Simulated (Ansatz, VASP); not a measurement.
# One calculation of As, two programs

Contents of INCAR:

```
PREC = Accurate ; ENCUT = 520
EDIFF = 1E-6 ; ISMEAR = -1
SIGMA = 0.1 ; LREAL = F
LASPH = T ; NELM = 60
ALGO = Normal ; ISIF = 2
LWAVE = F ; LCHARG = F
GGA = CA ; NBANDS = 8
```

The input KPOINTS:

```
regular mesh
0
Gamma
  13 13 13
```

The input POSCAR:

```
As
1.0
    2.7102862617      0.0000000000      0.0000000000
    0.0000000000      2.7102862617      0.0000000000
    0.0000000000      0.0000000000      2.7102862617
As
1
Direct
    0.0000000000      0.0000000000      0.0000000000
```

Input for Ansatz:

```yaml
crystal:
  lattice:
    - [2.7102862617, 0.0, 0.0]
    - [0.0, 2.7102862617, 0.0]
    - [0.0, 0.0, 2.7102862617]
  atoms:
    - { symbol: As, position: [0.0, 0.0, 0.0] }
hamiltonian:
  xc: lda
  pseudopotentials:
    kind: paw
    azcp:
      As: "pseudopotentials/As.paw.azcp"
basis:
  ecutwfc: 420
  fft_grid_basis: typed
kpoints:
  mp_grid: { grid: [13, 13, 13], shift: [0, 0, 0] }
magnetization:
  spin_polarized: false
scf:
  occupations: { method: fermi_dirac, width: 0.1 }
  lower_state_search: "off"
output:
  stress: true
  write_density: true
  write_potential: true
  elf: true
  volumetric_format: npy
```

Alike in both runs: task single point; functional LDA; k mesh 13 × 13 × 13; occupations fermi-dirac, width 0.1 eV; no spin polarisation.

|  | VASP | Ansatz |
| --- | --- | --- |
| version | VASP 6.6.1 | Ansatz 0.2.0 |
| potentials or method | VASP PAW LDA potentials, release 64 (As), cutoff 520 eV | plane waves (420 eV) with PAW, scalar-relativistic |
| valence electrons in the cell | 5 | 15 |

Ansatz gave:

```
pressure (GPa) : -3.5
```

Problem. Estimate VASP's values.

Solution. Pressure (GPa): -3.2.

Ansatz warns that its potentials were made for another functional, while VASP's fit it. LDA's correlation is that of Perdew and Zunger in VASP and of Perdew and Wang (1992) in Ansatz. VASP's potentials hold 5 valence electrons a cell and Ansatz's 15, so a difference there can come from the potentials and not from the codes.
